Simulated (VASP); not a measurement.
Here is a VASP 6.6.1 calculation.

INCAR

```
SYSTEM = BN
PREC     = Accurate       ! precision mode
ENCUT    = 600            ! plane-wave cutoff, eV
EDIFF    = 1E-6           ! SCF threshold, eV
ISMEAR   = 0              ! smearing method
SIGMA    = 0.02           ! smearing width, eV
LREAL    = .FALSE.        ! projectors in reciprocal space
LASPH    = .TRUE.         ! aspherical terms in the spheres
NELM     = 120            ! most SCF steps
ALGO     = Normal         ! electronic algorithm
ISIF     = 2              ! what is computed and relaxed
LWAVE    = .FALSE.        ! write WAVECAR
LCHARG   = .TRUE.         ! write CHGCAR
GGA      = PE             ! functional
LELF     = .TRUE.         ! ELF
LVHAR    = .TRUE.       
NBANDS   = 11             ! bands
GGA_COMPAT= .FALSE.
```

KPOINTS

```
Automatic mesh
0
G
  8 8 8
  0 0 0
```

Contents of POSCAR:

```
BN
1.0
    0.0000000000      1.8075000000      1.8075000000
    1.8075000000      0.0000000000      1.8075000000
    1.8075000000      1.8075000000      0.0000000000
B N
1 1
Direct
    0.0000000000      0.0000000000      0.0000000000
    0.2500000000      0.2500000000      0.2500000000
```

Potentials or basis: VASP PAW PBE potentials, release 64 (B, N).

Launch:

```sh
$ cat potpaw_PBE.64/B/POTCAR potpaw_PBE.64/N/POTCAR > POTCAR
$ mpirun -np 1 vasp_std > vasp.out
```

What does it give for the pressure?

3.0 GPa.

Predict the band gap on the k mesh.

4.46 eV, indirect (least direct gap 8.82 eV).

A k mesh can miss the band edges.
